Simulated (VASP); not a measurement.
The system is BN (BN (F-43m)).

```xyz
2
Lattice="0.0000 1.8121 1.8121 1.8121 0.0000 1.8121 1.8121 1.8121 0.0000" Properties=species:S:1:pos:R:3 pbc="T T T"
B     0.0000    0.0000    0.0000
N     0.9060    0.9060    0.9060
```

Base run:

- Program: VASP 6.6.1
- Functional: HSE06
- Potentials or basis: VASP PAW PBE potentials, release 64 (B, N)
- Cutoff: 520 eV
- k mesh: 8 × 8 × 8
- Occupations: fermi-dirac, width 0.01 eV
- Spin: no spin polarisation

Its results: band gap on the k mesh 5.76 eV, indirect (least direct gap 10.51 eV); pressure -8.5 GPa.

The run is repeated on the same cell with these changes: functional from HSE06 to r2SCAN; cutoff from 520 eV to 660 eV; k mesh from 8 × 8 × 8 to 13 × 13 × 13. What comes out?

Band gap on the k mesh 5.04 eV, indirect (least direct gap 9.49 eV); pressure -3.4 GPa.

Several settings changed at once, so the effect can't be laid on one alone.

Caveats: the PAW data sets were made with another functional, which shifts forces and pressure a little.

A k mesh can miss the band edges.
